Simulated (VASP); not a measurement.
Wanted: the native input for a VASP 6.6.1 run.

* Task: single point
* Functional: PBE
* Potentials or basis: VASP PAW PBE potentials, release 64 (Sc_sv)
* Cutoff: 520 eV
* k mesh: 9 × 9 × 5
* Occupations: fermi-dirac, width 0.1 eV
* Spin: no spin polarisation
* Dipole correction: no
* Further INCAR settings: ALGO = Normal; EDIFF = 1e-06; NBANDS = 18

The structure of Sc lies in POSCAR:

```
Sc
1.0
    3.3187507091      0.0000000000      0.0000000000
   -1.6593753545      2.8741224229      0.0000000000
    0.0000000000      0.0000000000      5.1870556320
Sc
2
Direct
    0.3333333333      0.6666666667      0.2500000000
    0.6666666667      0.3333333333      0.7500000000
```

One way to write it, as run:

INCAR

```
PREC = Accurate ; ENCUT = 520
EDIFF = 1E-6 ; ISMEAR = -1
SIGMA = 0.1 ; LREAL = False
LASPH = True ; NELM = 80
ALGO = Normal ; ISIF = 2
LWAVE = False ; LCHARG = False
GGA = PE ; NBANDS = 18
```

KPOINTS

```
Automatic mesh
0
Gamma
  9 9 5
```

Potentials or basis: VASP PAW PBE potentials, release 64 (Sc_sv).

Launch:

```bash
$ cat potpaw_PBE.64/Sc_sv/POTCAR > POTCAR
$ mpirun -np 1 vasp_std > vasp.out
```

It gave:

```json
{"Pressure": "0.0 GPa", "Band gap on the k mesh": "zero (band 11 reaches 4.40 eV, above the bottom of band 12 at 3.18 eV)"}
```

Wall time 18 s on 1 thread of Intel(R) Xeon(R) 6975P-C (Granite Rapids), with other jobs on the host, peak memory 0.18 GiB.
